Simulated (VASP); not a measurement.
# Si8N (I4/mmm) in VASP: single point with PBE

Aim: the single point of Si8N with PBE.

All numbers are computed with VASP 6.6.1; they aren't measurements. Logs are shortened: lines on timing, memory, paths and dates and some standing lists are left out, and cuts for length are marked.

## Step 1: The cell of the first run

The structure is tetragonal, space group I4/mmm (No. 139). Conventional cell: a = 12.068 Å, b = 12.068 Å, c = 2.534 Å, α = 90.00°, β = 90.00°, γ = 90.00°. Within 3.3 Å of Si (site symmetry m2m) lie 8 Si at 2.53 to 3.28 Å. Si (site symmetry m2m) has 1 N at 1.84 Å within 2.4 Å. Within 2.4 Å of N (site symmetry 4/mmm) lie 4 Si at 1.84 Å.

The cell was built from a structure type or drawn by symmetry, and may not be a known phase.

## Step 2: Single point, PBE, collinear spin, ferromagnetic start

Input file INCAR:

```
SYSTEM = Si8N
  ALGO = Fast
  EDIFF = 1E-6
  ENCUT = 520
  GGA = PE
  ISIF = 2
  ISMEAR = 0
  ISPIN = 2
  LASPH = .TRUE.
  LCHARG = .FALSE.
  LORBIT = 11
  LREAL = .FALSE.
  LWAVE = .FALSE.
  MAGMOM = 0 0 0 0 0 0 0 0 1
  NBANDS = 32
  NELM = 150
  PREC = Accurate
  SIGMA = 0.1
```

Input file KPOINTS:

```
k-points
0
G
  8 8 8
  0 0 0
```

Input file POSCAR:

```
Si8N
1.0
   -6.0341275546      6.0341275546      1.2670396702
    6.0341275546     -6.0341275546      1.2670396702
    6.0341275546      6.0341275546     -1.2670396702
Si N
8 1
Direct
    0.0000000000      0.6358981298      0.6358981298
    0.0000000000      0.3641018702      0.3641018702
    0.3641018702      0.0000000000      0.3641018702
    0.6358981298      0.0000000000      0.6358981298
    0.0000000000      0.1527355088      0.1527355088
    0.0000000000      0.8472644912      0.8472644912
    0.8472644912      0.0000000000      0.8472644912
    0.1527355088      0.0000000000      0.1527355088
    0.0000000000      0.0000000000      0.0000000000
```

Potentials or basis: VASP PAW PBE potentials, release 64 (Si, N).

On the command line:

```console
cat potpaw_PBE.64/Si/POTCAR potpaw_PBE.64/N/POTCAR > POTCAR
mpirun -np 1 vasp_std > vasp.out
```

OUTCAR:

```text
SYSTEM = Si8N
   EDIFF = 1E-6
   ENCUT = 520
   GGA = PE
   ISIF = 2
   ISMEAR = 0
   ISPIN = 2
   LASPH = .TRUE.
   LORBIT = 11
   LREAL = .FALSE.
   NELM = 150
   PREC = Accurate

 ion  position               nearest neighbor table
   1  0.000  0.636  0.636-   6 2.55   4 2.64   4 2.64   3 2.64   3 2.64
   2  0.000  0.364  0.364-   5 2.55   3 2.64   3 2.64   4 2.64   4 2.64
   3  0.364  0.000  0.364-   8 2.55   2 2.64   2 2.64   1 2.64   1 2.64
   4  0.636  0.000  0.636-   7 2.55   1 2.64   1 2.64   2 2.64   2 2.64
   5  0.000  0.153  0.153-   9 1.84   2 2.55   8 2.61   7 2.61
   6  0.000  0.847  0.847-   9 1.84   1 2.55   8 2.61   7 2.61
   7  0.847  0.000  0.847-   9 1.84   4 2.55   6 2.61   5 2.61
   8  0.153  0.000  0.153-   9 1.84   3 2.55   6 2.61   5 2.61
   9  0.000  0.000  0.000-   5 1.84   6 1.84   7 1.84   8 1.84

  LATTYP: Found a body centered tetragonal cell.
 ALAT       =    12.0682551092
 C/A-ratio  =     0.2099789338

  Lattice vectors:

 A1 = (  -6.0341275546,   6.0341275546,   1.2670396702)
 A2 = (   6.0341275546,  -6.0341275546,   1.2670396702)
 A3 = (   6.0341275546,   6.0341275546,  -1.2670396702)

Analysis of symmetry for initial positions (statically):
=====================================================================
 Subroutine PRICEL returns:
 Original cell was already a primitive cell.

 Routine SETGRP: Setting up the symmetry group for a
 body centered tetragonal supercell.

 Subroutine GETGRP returns: Found 16 space group operations
 (whereof 16 operations were pure point group operations)
 out of a pool of 16 trial point group operations.

The static configuration has the point symmetry D_4h.

Analysis of symmetry for dynamics (positions and initial velocities):
=====================================================================
 Subroutine PRICEL returns:
 Original cell was already a primitive cell.

 Routine SETGRP: Setting up the symmetry group for a
 body centered tetragonal supercell.

 Subroutine GETGRP returns: Found 16 space group operations
 (whereof 16 operations were pure point group operations)
 out of a pool of 16 trial point group operations.

The dynamic configuration has the point symmetry D_4h.

Analysis of structural, dynamic, and magnetic symmetry:
=====================================================================
 Subroutine PRICEL returns:
 Original cell was already a primitive cell.

 Routine SETGRP: Setting up the symmetry group for a
[... 167 lines left out ...]
  free energy    TOTEN  =       -45.65164944 eV

  energy without entropy =      -45.63381123  energy(sigma->0) =      -45.64273033

 E-fermi :   4.9907     XC(G=0):  -8.8198

 val. band max:        4.9768989857   @ k =   0.5000   0.3750  -0.0000
 cond. band min:       4.9952670322   @ k =   0.3750  -0.0000   0.0000
 fundamental gap:      0.0183680464
 Fermi energy:         4.9907311676

 spin component 1

 k-point     1 :       0.0000    0.0000    0.0000
  band No.  band energies     occupation
      1     -12.9965      1.00000
      2      -7.8258      1.00000
      3      -6.2168      1.00000
      4      -6.2168      1.00000
      5      -4.7170      1.00000
      6      -4.7170      1.00000
[... 781 lines left out ...]
     29       8.4770      0.00000
     30       8.7553      0.00000

 [... further k-points ...]

 spin component 2

 k-point     1 :       0.0000    0.0000    0.0000
  band No.  band energies     occupation
      1     -12.9965      1.00000
      2      -7.8258      1.00000
      3      -6.2168      1.00000
      4      -6.2168      1.00000
      5      -4.7170      1.00000
      6      -4.7170      1.00000
[... 781 lines left out ...]
     29       8.4770      0.00000
     30       8.7553      0.00000

 [... further k-points ...]

 [bands above 30 left out]

------------------------ aborting loop because EDIFF is reached ----------------------------------------

  FORCE on cell =-STRESS in cart. coord.  units (eV):
  Direction    XX          YY          ZZ          XY          YZ          ZX
  --------------------------------------------------------------------------------------
  -------------------------------------------------------------------------------------
  Total       -2.2665675     -2.2665675      3.0115660      0.0000000      0.0000000      0.0000000
  in kB      -19.6788656    -19.6788656     26.1471157      0.0000000      0.0000000      0.0000000
  external PRESSURE =      -4.4035385 kB  Pullay stress =       0.0000000 kB

 VOLUME and BASIS-vectors are now :
 -----------------------------------------------------------------------------
  energy-cutoff  :      520.00
  volume of cell :      184.54
      direct lattice vectors                 reciprocal lattice vectors
    -6.034127555  6.034127555  1.267039670     0.000000000  0.082862020  0.394620636
     6.034127555 -6.034127555  1.267039670     0.082862020  0.000000000  0.394620636
     6.034127555  6.034127555 -1.267039670     0.082862020  0.082862020  0.000000000

 POSITION                                       TOTAL-FORCE (eV/Angst)
 -----------------------------------------------------------------------------------
      7.67418      0.00000      0.00000        -0.498001      0.000000     -0.000000
      4.39407      0.00000      0.00000         0.498001      0.000000      0.000000
      0.00000      4.39407      0.00000         0.000000      0.498001      0.000000
      0.00000      7.67418      0.00000         0.000000     -0.498001     -0.000000
      1.84325      0.00000      0.00000        -0.159487      0.000000     -0.000000
     10.22500      0.00000      0.00000         0.159487      0.000000     -0.000000
      0.00000     10.22500      0.00000        -0.000000      0.159487     -0.000000
      0.00000      1.84325      0.00000         0.000000     -0.159487     -0.000000
      0.00000      0.00000      0.00000        -0.000000      0.000000      0.000000
 -----------------------------------------------------------------------------------
    total drift:                               -0.000000      0.000000     -0.000000

  FREE ENERGIE OF THE ION-ELECTRON SYSTEM (eV)
  ---------------------------------------------------
  free  energy   TOTEN  =       -45.6516494362 eV

  energy  without entropy=      -45.6338112286  energy(sigma->0) =      -45.64273033

 total charge

# of ion       s       p       d       tot
------------------------------------------
    1        0.833   0.749   0.000   1.583
    2        0.833   0.749   0.000   1.583
    3        0.833   0.749   0.000   1.583
    4        0.833   0.749   0.000   1.583
    5        0.786   0.774   0.000   1.559
    6        0.786   0.774   0.000   1.559
    7        0.786   0.774   0.000   1.559
    8        0.786   0.774   0.000   1.559
    9        1.261   2.605   0.000   3.866
--------------------------------------------------
tot          7.737   8.697   0.000  16.433

 magnetization (x)

# of ion       s       p       d       tot
------------------------------------------
    1       -0.000   0.000   0.000  -0.000
    2       -0.000   0.000   0.000  -0.000
    3       -0.000   0.000   0.000  -0.000
    4       -0.000   0.000   0.000  -0.000
    5        0.000  -0.000   0.000  -0.000
    6        0.000  -0.000   0.000  -0.000
    7        0.000  -0.000   0.000  -0.000
    8        0.000  -0.000   0.000  -0.000
    9        0.000   0.000   0.000   0.000
--------------------------------------------------
tot          0.000   0.000   0.000   0.000
```

OSZICAR:

```text
N       E                     dE             d eps       ncg     rms          rms(c)
DAV:   1     0.100459290718E+03    0.10046E+03   -0.14003E+04  7552   0.954E+02
DAV:   2    -0.371773660498E+02   -0.13764E+03   -0.12940E+03  9520   0.159E+02
DAV:   3    -0.481048498982E+02   -0.10927E+02   -0.10701E+02  9888   0.407E+01
DAV:   4    -0.483833719583E+02   -0.27852E+00   -0.27799E+00  9536   0.762E+00
DAV:   5    -0.483906635938E+02   -0.72916E-02   -0.72905E-02  9960   0.119E+00    0.129E+01
RMM:   6    -0.458716505666E+02    0.25190E+01   -0.10398E+01  8785   0.997E+00    0.659E+00
RMM:   7    -0.457456016152E+02    0.12605E+00   -0.91870E-01  7981   0.541E+00    0.381E+00
RMM:   8    -0.456427820249E+02    0.10282E+00   -0.36932E-01  9083   0.207E+00    0.143E+00
RMM:   9    -0.456482434090E+02   -0.54614E-02   -0.12085E-01  9397   0.125E+00    0.471E-01
RMM:  10    -0.456489007995E+02   -0.65739E-03   -0.16626E-02  8739   0.620E-01    0.165E-01
RMM:  11    -0.456510264539E+02   -0.21257E-02   -0.38949E-03  9181   0.304E-01    0.108E-01
RMM:  12    -0.456513894811E+02   -0.36303E-03   -0.18608E-03  9340   0.184E-01    0.413E-02
RMM:  13    -0.456516040941E+02   -0.21461E-03   -0.63973E-04  9699   0.982E-02    0.291E-02
RMM:  14    -0.456516367774E+02   -0.32683E-04   -0.11986E-04  9045   0.507E-02    0.996E-03
RMM:  15    -0.456516496266E+02   -0.12849E-04   -0.42053E-05  9236   0.275E-02    0.920E-03
RMM:  16    -0.456516494362E+02    0.19042E-06   -0.81194E-06  8647   0.128E-02
   1 F= -.45651649E+02 E0= -.45642730E+02  d E =-.178382E-01  mag=    -0.0000
```

Run time: 56 min. Hardware: 1 thread of Oxide Virtual Turin-like, shared host; peak memory 0.99 GiB.

What came out:

- Free energy: -45.6516 eV
- Pressure: -0.4 GPa
- Largest force: 0.498 eV/Å
- Net moment: 0.00 μB per cell
- Valence electrons inside the program's atomic spheres: Si 1.58, 1.56 (each value once); N 3.87

Forces in eV/Å, atoms in the order of the input:
```
Si  -0.498  0.000  0.000
Si   0.498  0.000  0.000
Si   0.000  0.498  0.000
Si   0.000 -0.498  0.000
Si  -0.159  0.000  0.000
Si   0.159  0.000  0.000
Si   0.000  0.159  0.000
Si   0.000 -0.159  0.000
N    0.000  0.000  0.000
```

Levels at points of the mesh, in eV from the Fermi level:
Spin up:
```tsv
k point	band 17	band 18	band 19	band 20	band 21	band 22
(0.00, 0.00, 0.00)	-0.43	-0.42	-0.42	1.29	2.24	2.48
(0.50, 0.00, 0.00)	-1.37	-1.11	-0.39	-0.02	0.79	0.80
(0.50, 0.50, 0.00)	-0.72	-0.43	-0.34	0.47	0.88	3.56
(0.50, 0.50, 0.50)	-0.43	0.61	0.61	1.73	1.93	1.93
```
Spin down:
| k point | band 17 | band 18 | band 19 | band 20 | band 21 | band 22 |
| --- | --- | --- | --- | --- | --- | --- |
| (0.00, 0.00, 0.00) | -0.43 | -0.42 | -0.42 | 1.29 | 2.24 | 2.48 |
| (0.50, 0.00, 0.00) | -1.37 | -1.11 | -0.39 | -0.02 | 0.79 | 0.80 |
| (0.50, 0.50, 0.00) | -0.72 | -0.43 | -0.34 | 0.47 | 0.88 | 3.56 |
| (0.50, 0.50, 0.50) | -0.43 | 0.61 | 0.61 | 1.73 | 1.93 | 1.93 |
